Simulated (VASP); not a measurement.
Wanted: the native input for a VASP 6.6.1 run.

* Task: single point
* Functional: PBE
* Potentials or basis: VASP PAW PBE potentials, release 64 (Sr_sv, Ag)
* Cutoff: 520 eV
* k mesh: 8 × 8 × 8
* Occupations: gaussian, width 0.05 eV
* Spin: no spin polarisation
* Dipole correction: no
* Further INCAR settings: ALGO = Fast; EDIFF = 1e-07; NBANDS = 30

The structure of SrAg3 lies in POSCAR:

```
SrAg3
1.0
    4.6751254389      0.0000000000      0.0000000000
    0.0000000000      4.6751254389      0.0000000000
    0.0000000000      0.0000000000      4.6751254389
Sr Ag
1 3
Direct
    0.0000000000      0.0000000000      0.0000000000
    0.0000000000      0.5000000000      0.5000000000
    0.5000000000      0.5000000000      0.0000000000
    0.5000000000      0.0000000000      0.5000000000
```

The input as run:

INCAR

```
SYSTEM = SrAg3
ALGO     = Fast           ! electronic algorithm
EDIFF    = 1E-7           ! SCF threshold, eV
ENCUT    = 520            ! plane-wave cutoff, eV
GGA      = PE             ! functional
ISIF     = 2              ! what is computed and relaxed
ISMEAR   = 0              ! smearing method
LASPH    = .True.         ! aspherical terms in the spheres
LCHARG   = .False.        ! write CHGCAR
LREAL    = .False.        ! projectors in reciprocal space
LWAVE    = .False.        ! write WAVECAR
NBANDS   = 30             ! bands
NELM     = 60             ! most SCF steps
PREC     = Accurate       ! precision mode
SIGMA    = 0.05           ! smearing width, eV
```

KPOINTS

```
k-points
0
Gamma
  8 8 8
  0 0 0
```

Potentials or basis: VASP PAW PBE potentials, release 64 (Sr_sv, Ag).

Launch:

```console
$ cat potpaw_PBE.64/Sr_sv/POTCAR potpaw_PBE.64/Ag/POTCAR > POTCAR
$ mpirun -np 1 vasp_std > vasp.out
```

Results of the run:

* Pressure: -2.2 GPa
* Band gap on the k mesh: zero (an odd number of electrons rules out a gap without spin polarisation)

Wall time 2.4 min on 1 thread of Intel Xeon 8259CL, with other jobs on the host, peak memory 0.26 GiB.
